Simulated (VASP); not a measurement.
MnO2, 6 atoms in the cell. It takes space group Pmmn (No. 59, orthorhombic). Conventional cell: a = 2.896 Å, b = 3.854 Å, c = 5.829 Å, α = 90.00°, β = 90.00°, γ = 90.00°. Within 2.4 Å of Mn (site symmetry mm2) lie 6 O at 1.83 to 2.04 Å. Within 2.4 Å of O (site symmetry mm2) lie 2 Mn at 1.83 Å. Within 2.6 Å of O (site symmetry mm2) lie 4 Mn at 1.99 to 2.04 Å and 5 O at 2.55 to 2.59 Å. 

- Program: VASP 6.6.1
- Task: single point
- Functional: PBE
- Dispersion: D3(BJ)
- Potentials or basis: VASP PAW PBE potentials, release 64 (Mn_pv, O)
- Cutoff: 520 eV
- k mesh: 6 × 4 × 4
- Occupations: gaussian, width 0.1 eV
- Spin: collinear spin, ferrimagnetic start
- Starting moments: [3.57, 3.57, -0.59, -0.59, -0.23, -0.23] μB
- Hubbard terms: Mn d U = 3.9 eV
- Dipole correction: no
- Further INCAR settings: ALGO = Normal; EDIFF = 1e-06; NBANDS = 38

Potentials or basis: VASP PAW PBE potentials, release 64 (Mn_pv, O).

Command:

```bash
$ cat potpaw_PBE.64/Mn_pv/POTCAR potpaw_PBE.64/O/POTCAR > POTCAR
$ mpirun -np 1 vasp_std > vasp.out
```

Hardware: 1 thread of Oxide Virtual Turin-like Processor (shared host).

How long does it take, and how much memory?

It took 3.9 min on 1 thread of Oxide Virtual Turin-like Processor (shared host), peak memory 0.25 GiB. Counts: scf iterations 19, k points 36.
